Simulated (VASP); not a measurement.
A run of VASP 6.6.1 is set up as follows.

Contents of INCAR:

```
PREC     = Accurate       # precision mode
ENCUT    = 520            # plane-wave cutoff, eV
EDIFF    = 1E-6           # SCF threshold, eV
ISMEAR   = -1             # smearing method
SIGMA    = 0.02           # smearing width, eV
LREAL    = False          # projectors in reciprocal space
LASPH    = True           # aspherical terms in the spheres
NELM     = 80             # most SCF steps
ALGO     = Normal         # electronic algorithm
ISIF     = 2              # what is computed and relaxed
LWAVE    = False          # write WAVECAR
LCHARG   = False          # write CHGCAR
LDIPOL   = True         
IDIPOL   = 3            
DIPOL    = 0.5 0.5 0.500
GGA      = PE             # functional
IBRION   = 2              # ionic algorithm
NSW      = 60             # ionic steps
EDIFFG   = -0.01          # ionic threshold
```

KPOINTS

```
regular mesh
0
Gamma
  8 6 1
```

POSCAR

```
SiC
1.0
    3.0969261082      0.0000000000      0.0000000000
    0.0000000000      4.3797149038      0.0000000000
    0.0000000000      0.0000000000     20.6454000000
Si C
4 4
Direct
    0.0000000000      0.8750000000      0.3874957821
    0.5000000000      0.3750000000      0.4624985937
    0.0000000000      0.8750000000      0.5375014058
    0.5000000000      0.3750000000      0.6125042179
    0.5000000000      0.6250000000      0.3874957821
    0.0000000000      0.1250000000      0.4624985937
    0.5000000000      0.6250000000      0.5375014058
    0.0000000000      0.1250000000      0.6125042179
```

Potentials or basis: VASP PAW PBE potentials, release 64 (Si, C).

Run with:

```sh
$ cat potpaw_PBE.64/Si/POTCAR potpaw_PBE.64/C/POTCAR > POTCAR
$ mpirun -np 1 vasp_std > vasp.out
```

(1) Predict the band gap on the k mesh.

(2) Predict the energy gained by relaxing.

## Answers

(1) 0.83 eV (least direct gap 1.25 eV).

(2) 165.2 meV/atom.
